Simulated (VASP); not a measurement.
# FeO (Fm-3m) in VASP: a series of runs

FeO is run at these levels: LDA+U; tasks: single point.

Program: VASP 6.6.1. These are calculated values, not measurements. Logs are shortened: lines on timing, memory, paths and dates and some standing lists are left out, and cuts for length are marked.

## Step 1: The cell of the first run

Symmetry: Fm-3m, No. 225, cubic system. Conventional cell: a = 4.311 Å, b = 4.311 Å, c = 4.311 Å, α = 90.00°, β = 90.00°, γ = 90.00°. Within 2.9 Å of Fe (site symmetry m-3m) lie 6 O at 2.16 Å. O (site symmetry m-3m) has 6 Fe at 2.16 Å within 2.9 Å.

## Step 2: Single point, LDA+U, collinear spin, ferromagnetic start

INCAR

```
ALGO     = Normal         # electronic algorithm
EDIFF    = 1E-6           # SCF threshold, eV
ENCUT    = 520            # plane-wave cutoff, eV
ISIF     = 2              # what is computed and relaxed
ISMEAR   = 0              # smearing method
ISPIN    = 2              # spin polarisation
LASPH    = T              # aspherical terms in the spheres
LCHARG   = T              # write CHGCAR
LDAU     = T              # DFT+U
LDAUJ    = 0.9 0        
LDAUL    = 2 -1           # shell
LDAUPRINT= 1            
LDAUTYPE = 1            
LDAUU    = 5 0            # U, eV
LELF     = T              # ELF
LMAXMIX  = 4              # l up to which the mixer works
LORBIT   = 11             # projections on sites
LREAL    = F              # projectors in reciprocal space
LVHAR    = T            
LWAVE    = F              # write WAVECAR
MAGMOM   = 3.81 0.25      # initial moments
NBANDS   = 18             # bands
NELM     = 150            # most SCF steps
PREC     = Accurate       # precision mode
SIGMA    = 0.05           # smearing width, eV
```

KPOINTS

```
k-points
0
Gamma
  8 8 8
```

POSCAR

```
FeO
1.0
    0.0000000000      2.1554001600      2.1554001600
    2.1554001600      0.0000000000      2.1554001600
    2.1554001600      2.1554001600      0.0000000000
Fe O
1 1
Direct
    0.0000000000      0.0000000000      0.0000000000
    0.5000000000      0.5000000000      0.5000000000
```

Potentials or basis: VASP PAW LDA potentials, release 64 (Fe, O).

On the command line:

```sh
> cat potpaw_LDA.64/Fe/POTCAR potpaw_LDA.64/O/POTCAR > POTCAR
> mpirun -np 1 vasp_std > vasp.out
```

OUTCAR:

```text
EDIFF = 1E-6
   ENCUT = 520
   ISIF = 2
   ISMEAR = 0
   ISPIN = 2
   LASPH = T
   LORBIT = 11
   LREAL = F
   NELM = 150
   PREC = Accurate

 ion  position               nearest neighbor table
   1  0.000  0.000  0.000-   2 2.16   2 2.16   2 2.16   2 2.16   2 2.16   2 2.16
   2  0.500  0.500  0.500-   1 2.16   1 2.16   1 2.16   1 2.16   1 2.16   1 2.16

  LATTYP: Found a face centered cubic cell.
 ALAT       =     4.3108003200

  Lattice vectors:

 A1 = (   0.0000000000,   2.1554001600,   2.1554001600)
 A2 = (   2.1554001600,   0.0000000000,   2.1554001600)
 A3 = (   2.1554001600,   2.1554001600,   0.0000000000)

Analysis of symmetry for initial positions (statically):
=====================================================================
 Subroutine PRICEL returns:
 Original cell was already a primitive cell.

 Routine SETGRP: Setting up the symmetry group for a
 face centered cubic supercell.

 Subroutine GETGRP returns: Found 48 space group operations
 (whereof 48 operations were pure point group operations)
 out of a pool of 48 trial point group operations.

The static configuration has the point symmetry O_h .

Analysis of symmetry for dynamics (positions and initial velocities):
=====================================================================
 Subroutine PRICEL returns:
 Original cell was already a primitive cell.

 Routine SETGRP: Setting up the symmetry group for a
 face centered cubic supercell.

 Subroutine GETGRP returns: Found 48 space group operations
 (whereof 48 operations were pure point group operations)
 out of a pool of 48 trial point group operations.

The dynamic configuration has the point symmetry O_h .

Analysis of structural, dynamic, and magnetic symmetry:
=====================================================================
 Subroutine PRICEL returns:
 Original cell was already a primitive cell.

 Routine SETGRP: Setting up the symmetry group for a
 face centered cubic supercell.

 Subroutine GETGRP returns: Found 48 space group operations
[... 169 lines left out ...]
  o =  0.3176  v =  0.0000  0.0000  0.0000  0.0000  0.0000  0.0000 -0.9985 -0.0000  0.0554  0.0000      0.0000  0.0000  0.0000  0.0000  0.0000  0.0000  0.0000  0.0000  0.0000  0.0000
  o =  0.3176  v =  0.0000  0.0000  0.0000  0.0000  0.0000  0.0000  0.0554 -0.0000  0.9985 -0.0000      0.0000  0.0000  0.0000  0.0000  0.0000  0.0000  0.0000  0.0000  0.0000  0.0000
  o =  0.3176  v =  0.0000  0.0000  0.0000  0.0000  0.0000  1.0000  0.0000  0.0000  0.0000  0.0000      0.0000  0.0000  0.0000  0.0000  0.0000  0.0000  0.0000  0.0000  0.0000  0.0000
  o =  0.9663  v =  0.0000  0.5159  0.0000  0.8567  0.0000  0.0000  0.0000  0.0000  0.0000  0.0000      0.0000  0.0000  0.0000  0.0000  0.0000  0.0000  0.0000  0.0000  0.0000  0.0000
  o =  0.9663  v =  0.0000 -0.8567 -0.0000  0.5159  0.0000  0.0000  0.0000  0.0000  0.0000  0.0000      0.0000  0.0000  0.0000  0.0000  0.0000  0.0000  0.0000  0.0000  0.0000  0.0000
  o =  0.9663  v =  1.0000  0.0000  0.0000  0.0000  0.0000  0.0000  0.0000  0.0000  0.0000  0.0000      0.0000  0.0000  0.0000  0.0000  0.0000  0.0000  0.0000  0.0000  0.0000  0.0000
  o =  1.0180  v =  0.0000 -0.0000 -0.0005  0.0000 -1.0000  0.0000  0.0000  0.0000  0.0000  0.0000      0.0000  0.0000  0.0000  0.0000  0.0000  0.0000  0.0000  0.0000  0.0000  0.0000
  o =  1.0180  v =  0.0000  0.0000 -1.0000 -0.0000  0.0005  0.0000  0.0000  0.0000  0.0000  0.0000      0.0000  0.0000  0.0000  0.0000  0.0000  0.0000  0.0000  0.0000  0.0000  0.0000

 number of electron      13.9999998 magnetization       4.0039017

 Free energy of the ion-electron system (eV)
  ---------------------------------------------------
  ext. energy  EPLUGINS =         0.00000000
  ---------------------------------------------------
  free energy    TOTEN  =       -14.35902403 eV

  energy without entropy =      -14.35725784  energy(sigma->0) =      -14.35814093

 E-fermi :   6.2833     XC(G=0): -12.6153

 val. band max:        6.2604582312   @ k =  -0.3750   0.2500   0.0000
 cond. band min:       6.3246810976   @ k =   0.2500   0.1250   0.0000
 fundamental gap:      0.0642228663
 Fermi energy:         6.2832873252

 spin component 1

 k-point     1 :       0.0000    0.0000    0.0000
  band No.  band energies     occupation
      1     -14.3275      1.00000
      2      -0.0100      1.00000
      3      -0.0100      1.00000
      4       0.2095      1.00000
      5       0.2095      1.00000
      6       0.2095      1.00000
[... 1001 lines left out ...]
     17      32.9188      0.00000
     18      34.8798      0.00000

 [... further k-points ...]

------------------------ aborting loop because EDIFF is reached ----------------------------------------

  FORCE on cell =-STRESS in cart. coord.  units (eV):
  Direction    XX          YY          ZZ          XY          YZ          ZX
  --------------------------------------------------------------------------------------
  -------------------------------------------------------------------------------------
  Total       -1.9653029     -1.9653029     -1.9653029     -0.0000000     -0.0000000      0.0000000
  in kB     -157.2267155   -157.2267155   -157.2267155     -0.0000000     -0.0000000      0.0000000
  external PRESSURE =    -157.2267155 kB  Pullay stress =       0.0000000 kB

 VOLUME and BASIS-vectors are now :
 -----------------------------------------------------------------------------
  energy-cutoff  :      520.00
  volume of cell :       20.03
      direct lattice vectors                 reciprocal lattice vectors
     0.000000000  2.155400160  2.155400160    -0.231975486  0.231975486  0.231975486
     2.155400160  0.000000000  2.155400160     0.231975486 -0.231975486  0.231975486
     2.155400160  2.155400160  0.000000000     0.231975486  0.231975486 -0.231975486

 POSITION                                       TOTAL-FORCE (eV/Angst)
 -----------------------------------------------------------------------------------
      0.00000      0.00000      0.00000         0.000000      0.000000     -0.000000
      2.15540      2.15540      2.15540        -0.000000      0.000000      0.000000
 -----------------------------------------------------------------------------------
    total drift:                                0.000000     -0.000000      0.000000

  FREE ENERGIE OF THE ION-ELECTRON SYSTEM (eV)
  ---------------------------------------------------
  free  energy   TOTEN  =       -14.3590240250 eV

  energy  without entropy=      -14.3572578365  energy(sigma->0) =      -14.35814093

 total charge

# of ion       s       p       d       tot
------------------------------------------
    1        0.300   0.374   6.097   6.771
    2        1.540   3.433   0.000   4.973
--------------------------------------------------
tot          1.840   3.807   6.097  11.744

 magnetization (x)

# of ion       s       p       d       tot
------------------------------------------
    1        0.023   0.020   3.744   3.787
    2        0.022   0.192   0.000   0.214
--------------------------------------------------
tot          0.045   0.212   3.744   4.001
```

Run time: 7.3 s. Hardware: 1 thread of Intel Xeon 6975P-C (Granite Rapids), shared host; peak memory 0.13 GiB.

What came out:

| Property | Result |
| --- | --- |
| Free energy | -14.3590 eV |
| Pressure | -15.7 GPa |
| Band gap on the k mesh | zero (filled and empty bands overlap) |
| Net moment | 4.00 μB per cell |
| Site moments | Fe +3.79; O +0.21 μB |
| Valence electrons inside the program's atomic spheres | Fe 6.77; O 4.97 |

Eigenvalues of the final occupation matrices:
```
    site  spin  trace               eigenvalues
site 1 d     1   4.93  0.97 0.97 0.97 1.02 1.02
site 1 d     2   1.19  0.12 0.12 0.32 0.32 0.32
```

Caveat: a cell with one magnetic atom can't hold antiferromagnetic order, which such compounds often take.

## Step 3: Single point, LDA+U, collinear spin, ferromagnetic start

INCAR

```
ALGO = Normal
EDIFF = 1E-7
ENCUT = 520
GGA = CA
ISIF = 2
ISMEAR = 0
ISPIN = 2
LASPH = T
LCHARG = F
LDAU = T
LDAUJ = 0.9 0
LDAUL = 2 -1
LDAUPRINT = 1
LDAUTYPE = 1
LDAUU = 5 0
LMAXMIX = 4
LORBIT = 11
LREAL = F
LWAVE = F
MAGMOM = 4 0
NBANDS = 18
NELM = 150
PREC = Accurate
SIGMA = 0.05
```

KPOINTS is that of step 2.

POSCAR is that of step 2.

Potentials or basis: VASP PAW LDA potentials, release 64 (Fe, O).

On the command line:

```sh
> cat potpaw_LDA.64/Fe/POTCAR potpaw_LDA.64/O/POTCAR > POTCAR
> mpirun -np 1 vasp_std > vasp.out
```

OUTCAR:

```text
EDIFF = 1E-7
   ENCUT = 520
   GGA = CA
   ISIF = 2
   ISMEAR = 0
   ISPIN = 2
   LASPH = T
   LORBIT = 11
   LREAL = F
   NELM = 150
   PREC = Accurate

 ion  position               nearest neighbor table
   1  0.000  0.000  0.000-   2 2.16   2 2.16   2 2.16   2 2.16   2 2.16   2 2.16
   2  0.500  0.500  0.500-   1 2.16   1 2.16   1 2.16   1 2.16   1 2.16   1 2.16

  LATTYP: Found a face centered cubic cell.
 ALAT       =     4.3108003200
[... 1262 lines left out ...]
  in kB     -157.1813503   -157.1813503   -157.1813503     -0.0000000      0.0000000     -0.0000000
  external PRESSURE =    -157.1813503 kB  Pullay stress =       0.0000000 kB

 VOLUME and BASIS-vectors are now :
 -----------------------------------------------------------------------------
  energy-cutoff  :      520.00
  volume of cell :       20.03
      direct lattice vectors                 reciprocal lattice vectors
     0.000000000  2.155400160  2.155400160    -0.231975486  0.231975486  0.231975486
     2.155400160  0.000000000  2.155400160     0.231975486 -0.231975486  0.231975486
     2.155400160  2.155400160  0.000000000     0.231975486  0.231975486 -0.231975486

 POSITION                                       TOTAL-FORCE (eV/Angst)
 -----------------------------------------------------------------------------------
      0.00000      0.00000      0.00000         0.000000      0.000000      0.000000
      2.15540      2.15540      2.15540        -0.000000     -0.000000     -0.000000
 -----------------------------------------------------------------------------------
    total drift:                                0.000000     -0.000000      0.000000

  FREE ENERGIE OF THE ION-ELECTRON SYSTEM (eV)
  ---------------------------------------------------
  free  energy   TOTEN  =       -14.3590240350 eV

  energy  without entropy=      -14.3572580701  energy(sigma->0) =      -14.35814105

 total charge

# of ion       s       p       d       tot
------------------------------------------
    1        0.300   0.374   6.097   6.771
    2        1.540   3.433   0.000   4.973
--------------------------------------------------
tot          1.840   3.807   6.097  11.744

 magnetization (x)

# of ion       s       p       d       tot
------------------------------------------
    1        0.023   0.020   3.744   3.787
    2        0.022   0.192   0.000   0.214
--------------------------------------------------
tot          0.045   0.212   3.744   4.001
```

OSZICAR:

```text
N       E                     dE             d eps       ncg     rms          rms(c)
DAV:   1     0.672901710114E+02    0.67290E+02   -0.71695E+03  2240   0.966E+02
DAV:   2    -0.121769821016E+02   -0.79467E+02   -0.67103E+02  2122   0.204E+02
DAV:   3    -0.169612379988E+02   -0.47843E+01   -0.47051E+01  2430   0.530E+01
DAV:   4    -0.169985869935E+02   -0.37349E-01   -0.37331E-01  2536   0.445E+00
DAV:   5    -0.169988120912E+02   -0.22510E-03   -0.22509E-03  2484   0.362E-01    0.167E+01
DAV:   6    -0.147403362915E+02    0.22585E+01   -0.13965E+01  2694   0.622E+01    0.244E+01
DAV:   7    -0.143948515518E+02    0.34548E+00   -0.15051E+00  2484   0.263E+01    0.115E+01
DAV:   8    -0.143804005936E+02    0.14451E-01   -0.18479E-01  2506   0.351E+00    0.585E+00
DAV:   9    -0.143584555884E+02    0.21945E-01   -0.17557E-02  2850   0.140E+00    0.876E-01
DAV:  10    -0.143589870300E+02   -0.53144E-03   -0.22407E-03  2744   0.429E-01    0.988E-02
DAV:  11    -0.143590050877E+02   -0.18058E-04   -0.14657E-04  2692   0.179E-01    0.547E-02
DAV:  12    -0.143590186381E+02   -0.13550E-04   -0.12896E-05  2438   0.389E-02    0.241E-02
DAV:  13    -0.143590236863E+02   -0.50482E-05   -0.53687E-06  2418   0.228E-02    0.728E-03
DAV:  14    -0.143590240312E+02   -0.34494E-06   -0.49506E-07  2412   0.512E-03    0.275E-03
DAV:  15    -0.143590240350E+02   -0.38094E-08   -0.20415E-08  1250   0.145E-03
   1 F= -.14359024E+02 E0= -.14358141E+02  d E =-.176596E-02  mag=     4.0039
```

It took 7.4 s on 1 thread of Intel Xeon 6975P-C (Granite Rapids), shared host; peak memory 0.14 GiB.

Results:

- Free energy: -14.3590 eV
- Pressure: -15.7 GPa
- Band gap on the k mesh: zero (filled and empty bands overlap)
- Net moment: 4.00 μB per cell
- Site moments: Fe +3.79; O +0.21 μB
- Valence electrons inside the program's atomic spheres: Fe 6.77; O 4.97

Levels at points of the mesh, in eV from the Fermi level:
Spin up:
| k point | band 6 | band 7 | band 8 | band 9 | band 10 | band 11 | band 12 | band 13 |
| --- | --- | --- | --- | --- | --- | --- | --- | --- |
| (0.00, 0.00, 0.00) | -6.07 | -3.94 | -3.94 | -3.94 | -0.15 | 14.98 | 15.20 | 15.20 |
| (0.50, 0.00, 0.00) | -5.36 | -4.32 | -1.64 | -1.64 | 3.68 | 8.05 | 12.00 | 12.00 |
| (0.50, 0.50, 0.00) | -5.15 | -5.15 | -5.08 | -5.08 | 4.78 | 8.41 | 9.20 | 14.24 |
Spin down:
```
           k point  band 2  band 3  band 4  band 5  band 6  band 7  band 8  band 9
(0.00, 0.00, 0.00)   -3.50   -3.50   -3.50   -0.77   -0.77   -0.77    0.55    0.96
(0.50, 0.00, 0.00)   -8.29   -5.11   -5.11    0.40    0.40    0.55    3.34    3.34
(0.50, 0.50, 0.00)   -7.17   -4.69   -4.69   -2.17    0.74    0.74    1.53    1.89
```

Eigenvalues of the final occupation matrices:
```tsv
site	spin	trace	eigenvalues
site 1 d	1	4.93	0.97 0.97 0.97 1.02 1.02
site 1 d	2	1.19	0.12 0.12 0.32 0.32 0.32
```

Caveat: a cell with one magnetic atom can't hold antiferromagnetic order, which such compounds often take. The state reached can hang on the start; a lower one may exist.
